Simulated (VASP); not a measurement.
Write the native input for VASP 6.6.1 that does the following.

```
Task                   : single point
Functional             : PBEsol
Potentials or basis    : VASP PAW PBE potentials, release 64 (Ta_sv_GW, N)
Cutoff                 : 600 eV
k mesh                 : 20 × 20 × 20
Occupations            : gaussian, width 0.15 eV
Spin                   : no spin polarisation
Dipole correction      : no
Second run             : valence_matched
Further INCAR settings : ALGO = Normal; EDIFF = 1e-06; NBANDS = 16
```

The structure of TaN lies in POSCAR:

```
TaN
1.0
   -0.2300298811      2.0702689302      2.0702689302
    2.0702689302     -0.2300298811      2.0702689302
    2.0702689302      2.0702689302     -0.2300298811
Ta N
1 1
Direct
    0.5000000000      0.5000000000      0.5000000000
    0.0000000000      0.0000000000      0.0000000000
```

This cell differs from its parent crystal: ratio of the length along [111] to the lengths across it x 0.85, volume and fractional coordinates fixed.

These files were run (other wordings do the same):

INCAR

```
SYSTEM = TaN
PREC = Accurate
ENCUT = 600
EDIFF = 1E-6
ISMEAR = 0
SIGMA = 0.15
LREAL = .False.
LASPH = .True.
NELM = 120
ALGO = Normal
ISIF = 2
LWAVE = .False.
LCHARG = .False.
GGA = PS
NBANDS = 16
GGA_COMPAT = .False.
```

KPOINTS

```
regular mesh
0
Gamma
  20 20 20
  0 0 0
```

Potentials or basis: VASP PAW PBE potentials, release 64 (Ta_sv_GW, N).

Run with:

```bash
$ cat potpaw_PBE.64/Ta_sv_GW/POTCAR potpaw_PBE.64/N/POTCAR > POTCAR
$ mpirun -np 1 vasp_std > vasp.out
```

It gave:

```
Pressure               : 5.2 GPa
Band gap on the k mesh : zero (band 9 reaches 16.67 eV, above the bottom of band 10 at 10.85 eV)
```

Caveat: the PAW data sets were made with another functional, which shifts forces and pressure a little; spin-orbit coupling is left out, which moves the levels of the heavy elements.

Wall time 2.1 min on 1 thread of Intel(R) Xeon(R) Platinum 8375C CPU @ 2.90GHz (Ice Lake), on a shared host, peak memory 0.45 GiB.
